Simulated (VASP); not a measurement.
# SrTiO3 (P2/m) in VASP: a series of runs, part 2 of 3

VASP 6.6.1. The steps go on from the part before.

### Step 3. Single point, r2SCAN+U (shear of c along a, cell held: +6.0 %)

POSCAR

```
SrTiO3
1.0
    3.9177112476      0.0000000000      0.0000000000
    0.0000000000      3.9177112476      0.0000000000
    0.2350626749      0.0000000000      3.9177112476
Sr Ti O
1 1 3
Direct
    0.0000000000      0.0000000000      0.0000000000
    0.5000000000      0.5000000000      0.5000000000
    0.5000000000      0.0000000000      0.5000000000
    0.5000000000      0.5000000000      0.0000000000
    0.0000000000      0.5000000000      0.5000000000
```

INCAR.step1

```
ALGO = Normal
EDIFF = 1E-4
ENCUT = 520
GGA = PE
ISMEAR = 0
LASPH = True
LCHARG = False
LDAU = True
LDAUJ = 0 0 0
LDAUL = -1 2 -1
LDAUTYPE = 2
LDAUU = 0 4 0
LMAXMIX = 4
LREAL = False
LWAVE = True
NBANDS = 28
NELM = 150
PREC = Accurate
SIGMA = 0.02
```

INCAR.step2

```
ALGO = Normal
EDIFF = 1E-6
ENCUT = 520
ISIF = 2
ISMEAR = 0
ISTART = 1
LASPH = True
LCHARG = False
LDAU = True
LDAUJ = 0 0 0
LDAUL = -1 2 -1
LDAUPRINT = 1
LDAUTYPE = 2
LDAUU = 0 4 0
LMAXMIX = 4
LMIXTAU = True
LREAL = False
LWAVE = False
METAGGA = R2SCAN
NBANDS = 28
NELM = 150
PREC = Accurate
SIGMA = 0.02
```

KPOINTS

```
k-points
0
Gamma
  6 6 6
```

Potentials or basis: VASP PAW PBE potentials, release 64 (Sr_sv, Ti_sv, O).

The run is started by

```
> cat potpaw_PBE.64/Sr_sv/POTCAR potpaw_PBE.64/Ti_sv/POTCAR potpaw_PBE.64/O/POTCAR > POTCAR
> cp INCAR.step1 INCAR
> mpirun -np 1 vasp_std > vasp.out
> cp INCAR.step2 INCAR
> mpirun -np 1 vasp_std > vasp.out
```

OUTCAR:

```text
EDIFF = 1E-6
   ENCUT = 520
   ISIF = 2
   ISMEAR = 0
   ISTART = 1
   LASPH = True
   LREAL = False
   METAGGA = R2SCAN
   NELM = 150
   PREC = Accurate

 ion  position               nearest neighbor table
   1  0.000  0.000  0.000-   3 2.69   3 2.69   4 2.77   4 2.77   4 2.77   4 2.77   5 2.77   5 2.77
                             5 2.77   5 2.77   3 2.85   3 2.85   2 3.33   2 3.33   2 3.33   2 3.33
   2  0.500  0.500  0.500-   3 1.96   5 1.96   3 1.96   5 1.96   4 1.96   4 1.96   1 3.33   1 3.33
[... 993 lines left out ...]
  -------------------------------------------------------------------------------------
  Total        1.1596597      1.2321849      1.3125613      0.0000000      0.0000000     -2.7529284
  in kB       30.8989601     32.8313853     34.9730028      0.0000000      0.0000000    -73.3513704
  external PRESSURE =      32.9011161 kB  Pullay stress =       0.0000000 kB

 VOLUME and BASIS-vectors are now :
 -----------------------------------------------------------------------------
  energy-cutoff  :      520.00
  volume of cell :       60.13
      direct lattice vectors                 reciprocal lattice vectors
     3.917711248  0.000000000  0.000000000     0.255251073  0.000000000 -0.015315064
     0.000000000  3.917711248  0.000000000     0.000000000  0.255251073  0.000000000
     0.235062675  0.000000000  3.917711248     0.000000000  0.000000000  0.255251073

 POSITION                                       TOTAL-FORCE (eV/Angst)
 -----------------------------------------------------------------------------------
      0.00000      0.00000      0.00000         0.000000      0.000000      0.000000
      2.07639      1.95886      1.95886        -0.000000      0.000000      0.000000
      2.07639      0.00000      1.95886         0.000000      0.000000      0.000000
      1.95886      1.95886      0.00000         0.000000      0.000000      0.000000
      0.11753      1.95886      1.95886         0.000000      0.000000      0.000000
 -----------------------------------------------------------------------------------
    total drift:                                0.000000      0.000000     -0.000000

  FREE ENERGIE OF THE ION-ELECTRON SYSTEM (eV)
  ---------------------------------------------------
  free  energy   TOTEN  =       -60.6184805687 eV

  energy  without entropy=      -60.6184805687  energy(sigma->0) =      -60.61848057
```

OSZICAR.step1:

```text
N       E                     dE             d eps       ncg     rms          rms(c)
DAV:   1     0.439370898078E+03    0.43937E+03   -0.21262E+04  4480   0.158E+03
DAV:   2    -0.207817754911E+01   -0.44145E+03   -0.42126E+03  5092   0.442E+02
DAV:   3    -0.464169830984E+02   -0.44339E+02   -0.44017E+02  6184   0.136E+02
DAV:   4    -0.485337327091E+02   -0.21167E+01   -0.21120E+01  6876   0.256E+01
DAV:   5    -0.485889878910E+02   -0.55255E-01   -0.55241E-01  6384   0.340E+00    0.267E+01
DAV:   6    -0.370309948461E+02    0.11558E+02   -0.54431E+01  6592   0.656E+01    0.146E+01
DAV:   7    -0.372906166910E+02   -0.25962E+00   -0.60773E+00  5764   0.146E+01    0.103E+01
DAV:   8    -0.373695354826E+02   -0.78919E-01   -0.16264E+00  5464   0.114E+01    0.347E+00
DAV:   9    -0.372923333694E+02    0.77202E-01   -0.25609E-01  5328   0.515E+00    0.108E+00
DAV:  10    -0.372895438773E+02    0.27895E-02   -0.12100E-01  5260   0.213E+00    0.597E-01
DAV:  11    -0.372854127954E+02    0.41311E-02   -0.25494E-02  6444   0.141E+00    0.192E-01
DAV:  12    -0.372851959397E+02    0.21686E-03   -0.16298E-03  5256   0.432E-01    0.925E-02
DAV:  13    -0.372852304075E+02   -0.34468E-04   -0.15581E-04  4352   0.948E-02
   1 F= -.37285230E+02 E0= -.37285230E+02  d E =-.210165E-13
```

It took 3.6 min on 1 thread of Intel Xeon 6975P-C (Granite Rapids), shared host; peak memory 0.26 GiB.

What came out:

```
Free energy            : -60.6185 eV
Pressure               : 3.3 GPa
Band gap on the k mesh : 2.65 eV, indirect (least direct gap 2.95 eV)
```

Stress tensor (GPa, compression positive):
```
 3.09  0.00 -7.34
 0.00  3.28  0.00
-7.34  0.00  3.50
```

Eigenvalues of the final occupation matrices:
```csv
site,spin,trace,eigenvalues
site 2 d,1,0.78,0.09 0.09 0.10 0.25 0.25
site 2 d,2,0.78,0.09 0.09 0.10 0.25 0.25
```

Caveat: the cell differs from its parent crystal (shear of c along a, cell held: +6.0 %); the PAW data sets were made with another functional, which shifts forces and pressure a little. A k mesh can miss the band edges.

### Step 4. Single point, r2SCAN+U (shear of c along a, cell held: +9.0 %)

POSCAR, as its differences from that of step 3:

```diff
@@ -4,3 +4,3 @@
     0.0000000000      3.9177112476      0.0000000000
-    0.2350626749      0.0000000000      3.9177112476
+    0.3525940123      0.0000000000      3.9177112476
 Sr Ti O
```

INCAR.step1

```
  PREC = Accurate
  ENCUT = 520
  ISMEAR = 0
  SIGMA = 0.02
  LREAL = False
  LASPH = True
  NELM = 150
  LMAXMIX = 4
  LDAU = True
  LDAUTYPE = 2
  LDAUL = -1 2 -1
  LDAUU = 0 4 0
  LDAUJ = 0 0 0
  NBANDS = 28
  GGA = PE
  ALGO = Normal
  EDIFF = 1E-4
  LWAVE = True
  LCHARG = False
```

INCAR.step2

```
  PREC = Accurate
  ENCUT = 520
  EDIFF = 1E-6
  ISMEAR = 0
  SIGMA = 0.02
  LREAL = False
  LASPH = True
  NELM = 150
  ALGO = Normal
  ISIF = 2
  LWAVE = False
  LCHARG = False
  LMAXMIX = 4
  LDAU = True
  LDAUTYPE = 2
  LDAUL = -1 2 -1
  LDAUU = 0 4 0
  LDAUJ = 0 0 0
  LDAUPRINT = 1
  METAGGA = R2SCAN
  LMIXTAU = True
  NBANDS = 28
  ISTART = 1
```

KPOINTS

```
Automatic mesh
0
Gamma
  6 6 6
```

Potentials or basis: VASP PAW PBE potentials, release 64 (Sr_sv, Ti_sv, O).

The run is started by

```
> cat potpaw_PBE.64/Sr_sv/POTCAR potpaw_PBE.64/Ti_sv/POTCAR potpaw_PBE.64/O/POTCAR > POTCAR
> cp INCAR.step1 INCAR
> mpirun -np 1 vasp_std > vasp.out
> cp INCAR.step2 INCAR
> mpirun -np 1 vasp_std > vasp.out
```

OUTCAR:

```text
PREC = Accurate
   ENCUT = 520
   EDIFF = 1E-6
   ISMEAR = 0
   LREAL = False
   LASPH = True
   NELM = 150
   ISIF = 2
   METAGGA = R2SCAN
   ISTART = 1

 ion  position               nearest neighbor table
   1  0.000  0.000  0.000-   3 2.65   3 2.65   4 2.77   4 2.77   4 2.77   4 2.77   5 2.78   5 2.78
                             5 2.78   5 2.78   3 2.90   3 2.90   2 3.29   2 3.29   2 3.29   2 3.29
   2  0.500  0.500  0.500-   3 1.96   5 1.96   3 1.96   5 1.96   4 1.97   4 1.97   1 3.29   1 3.29
                             1 3.29   1 3.29   1 3.50   1 3.50   1 3.50   1 3.50
   3  0.500  0.000  0.500-   2 1.96   2 1.96   1 2.65   1 2.65   1 2.90   1 2.90
   4  0.500  0.500  0.000-   2 1.97   2 1.97   1 2.77   1 2.77   1 2.77   1 2.77
   5  0.000  0.500  0.500-   2 1.96   2 1.96   1 2.78   1 2.78   1 2.78   1 2.78

  LATTYP: Found a simple monoclinic cell.
 ALAT       =     3.9177112476
 B/A-ratio  =     1.0000000000
 C/A-ratio  =     1.0040418318
 COS(beta)  =    -0.0896376995

  Lattice vectors:

 A1 = (   3.9177112476,   0.0000000000,   0.0000000000)
 A2 = (   0.0000000000,  -3.9177112476,   0.0000000000)
 A3 = (  -0.3525940123,   0.0000000000,  -3.9177112476)

Analysis of symmetry for initial positions (statically):
=====================================================================
 Subroutine PRICEL returns:
 Original cell was already a primitive cell.

 Routine SETGRP: Setting up the symmetry group for a
 simple monoclinic supercell.

 Subroutine GETGRP returns: Found  4 space group operations
 (whereof  4 operations were pure point group operations)
 out of a pool of  4 trial point group operations.

The static configuration has the point symmetry C_2h.

[... 187 lines left out ...]
  o =  0.0958  v =  0.0000  0.0000  0.0000  0.0000  0.0000 -0.8398  0.5429  0.0000  0.0000  0.0000      0.0000  0.0000  0.0000  0.0000  0.0000  0.0000  0.0000  0.0000  0.0000  0.0000
  o =  0.0958  v = -0.8398  0.5429  0.0000  0.0000  0.0000  0.0000  0.0000  0.0000  0.0000  0.0000      0.0000  0.0000  0.0000  0.0000  0.0000  0.0000  0.0000  0.0000  0.0000  0.0000
  o =  0.2470  v =  0.0000  0.0000  0.9857  0.0987  0.1366  0.0000  0.0000  0.0000  0.0000  0.0000      0.0000  0.0000  0.0000  0.0000  0.0000  0.0000  0.0000  0.0000  0.0000  0.0000
  o =  0.2470  v =  0.0000  0.0000  0.0000  0.0000  0.0000  0.0000  0.0000  0.9857  0.0987  0.1366      0.0000  0.0000  0.0000  0.0000  0.0000  0.0000  0.0000  0.0000  0.0000  0.0000
  o =  0.2494  v =  0.0000  0.0000  0.0000  0.0000  0.0000  0.0000  0.0000 -0.1356 -0.0172  0.9906      0.0000  0.0000  0.0000  0.0000  0.0000  0.0000  0.0000  0.0000  0.0000  0.0000
  o =  0.2494  v =  0.0000  0.0000 -0.1356 -0.0172  0.9906  0.0000  0.0000  0.0000  0.0000  0.0000      0.0000  0.0000  0.0000  0.0000  0.0000  0.0000  0.0000  0.0000  0.0000  0.0000

 number of electron      39.9999999 magnetization

 Free energy of the ion-electron system (eV)
  ---------------------------------------------------
  ext. energy  EPLUGINS =         0.00000000
  ---------------------------------------------------
  free energy    TOTEN  =       -60.51485951 eV

  energy without entropy =      -60.51485951  energy(sigma->0) =      -60.51485951

 E-fermi :   4.2485     XC(G=0): -11.8830

 val. band max:        4.0302218755   @ k =   0.5000   0.5000   0.5000
 cond. band min:       6.5322386476   @ k =   0.0000   0.0000   0.0000
 fundamental gap:      2.5020167721
 Fermi energy:         4.2485413225

 k-point     1 :       0.0000    0.0000    0.0000
  band No.  band energies     occupation
      1     -55.8439      2.00000
      2     -31.0211      2.00000
      3     -30.9871      2.00000
      4     -30.9379      2.00000
      5     -29.9936      2.00000
      6     -14.5403      2.00000
[... 733 lines left out ...]
     27      11.0451      0.00000
     28      12.0927      0.00000

 [... further k-points ...]

------------------------ aborting loop because EDIFF is reached ----------------------------------------

  FORCE on cell =-STRESS in cart. coord.  units (eV):
  Direction    XX          YY          ZZ          XY          YZ          ZX
  --------------------------------------------------------------------------------------
  -------------------------------------------------------------------------------------
  Total        1.1212131      1.2893393      1.4805778      0.0000000      0.0000000     -4.1588306
  in kB       29.8745571     34.3542548     39.4497759      0.0000000      0.0000000   -110.8114271
  external PRESSURE =      34.5595293 kB  Pullay stress =       0.0000000 kB

 VOLUME and BASIS-vectors are now :
 -----------------------------------------------------------------------------
  energy-cutoff  :      520.00
  volume of cell :       60.13
      direct lattice vectors                 reciprocal lattice vectors
     3.917711248  0.000000000  0.000000000     0.255251073  0.000000000 -0.022972597
     0.000000000  3.917711248  0.000000000     0.000000000  0.255251073  0.000000000
     0.352594012  0.000000000  3.917711248     0.000000000  0.000000000  0.255251073

 POSITION                                       TOTAL-FORCE (eV/Angst)
 -----------------------------------------------------------------------------------
      0.00000      0.00000      0.00000         0.000000      0.000000      0.000000
      2.13515      1.95886      1.95886        -0.000000      0.000000      0.000000
      2.13515      0.00000      1.95886         0.000000      0.000000      0.000000
      1.95886      1.95886      0.00000         0.000000      0.000000      0.000000
      0.17630      1.95886      1.95886         0.000000      0.000000      0.000000
 -----------------------------------------------------------------------------------
    total drift:                                0.000000      0.000000     -0.000000

  FREE ENERGIE OF THE ION-ELECTRON SYSTEM (eV)
  ---------------------------------------------------
  free  energy   TOTEN  =       -60.5148595053 eV

  energy  without entropy=      -60.5148595053  energy(sigma->0) =      -60.51485951
```

OSZICAR.step1:

```text
N       E                     dE             d eps       ncg     rms          rms(c)
DAV:   1     0.444054959407E+03    0.44405E+03   -0.21383E+04  4480   0.159E+03
DAV:   2    -0.276554303782E+01   -0.44682E+03   -0.42729E+03  5216   0.441E+02
DAV:   3    -0.464348122152E+02   -0.43669E+02   -0.43369E+02  6188   0.135E+02
DAV:   4    -0.484752555343E+02   -0.20404E+01   -0.20360E+01  6908   0.251E+01
DAV:   5    -0.485327611678E+02   -0.57506E-01   -0.57494E-01  6332   0.343E+00    0.267E+01
DAV:   6    -0.369508366142E+02    0.11582E+02   -0.54856E+01  6576   0.657E+01    0.149E+01
DAV:   7    -0.371955999188E+02   -0.24476E+00   -0.60825E+00  5752   0.148E+01    0.104E+01
DAV:   8    -0.372774975250E+02   -0.81898E-01   -0.16391E+00  5472   0.117E+01    0.352E+00
DAV:   9    -0.371961337448E+02    0.81364E-01   -0.28024E-01  5364   0.540E+00    0.110E+00
DAV:  10    -0.371935522111E+02    0.25815E-02   -0.12157E-01  5260   0.212E+00    0.642E-01
DAV:  11    -0.371887583482E+02    0.47939E-02   -0.28011E-02  6272   0.151E+00    0.197E-01
DAV:  12    -0.371885308288E+02    0.22752E-03   -0.18530E-03  5172   0.459E-01    0.892E-02
DAV:  13    -0.371885668096E+02   -0.35981E-04   -0.16855E-04  4412   0.968E-02
   1 F= -.37188567E+02 E0= -.37188567E+02  d E =-.117682E-39
```

Wall time 15 min (1 thread of Oxide Virtual Turin-like, shared host); peak memory 0.23 GiB.

What came out:

```yaml
Free_energy: -60.5149 eV
Pressure: 3.5 GPa
Band_gap_on_the_k_mesh: 2.50 eV, indirect (least direct gap 2.73 eV)
```

Levels at points of the mesh, in eV from the valence-band top:
| k point | band 18 | band 19 | band 20 | band 21 | band 22 | band 23 |
| --- | --- | --- | --- | --- | --- | --- |
| (0.00, 0.00, 0.00) | -0.73 | -0.60 | -0.23 | 2.50 | 2.60 | 2.84 |
| (0.50, 0.00, 0.00) | -2.14 | -0.98 | -0.96 | 2.87 | 4.36 | 4.53 |
| (0.00, 0.50, 0.00) | -2.07 | -1.37 | -0.46 | 2.86 | 4.43 | 4.44 |
| (0.50, 0.50, 0.00) | -1.71 | -1.67 | -0.21 | 4.45 | 4.51 | 5.04 |
| (0.00, 0.00, 0.50) | -2.14 | -0.97 | -0.96 | 2.87 | 4.36 | 4.49 |
| (0.50, 0.00, 0.50) | -1.80 | -1.69 | -0.09 | 4.37 | 4.64 | 4.98 |
| (0.00, 0.50, 0.50) | -1.74 | -1.69 | -0.23 | 4.41 | 4.50 | 5.02 |
| (0.50, 0.50, 0.50) | -0.19 | -0.07 | 0.00 | 5.12 | 5.18 | 5.32 |

Eigenvalues of the final occupation matrices:
```csv
site,spin,trace,eigenvalues
site 2 d,1,0.78,0.09 0.10 0.10 0.25 0.25
site 2 d,2,0.78,0.09 0.10 0.10 0.25 0.25
```

Caveat: the cell differs from its parent crystal (shear of c along a, cell held: +9.0 %); the PAW data sets were made with another functional, which shifts forces and pressure a little. A k mesh can miss the band edges.

(Part 2 of 3 ends here.)
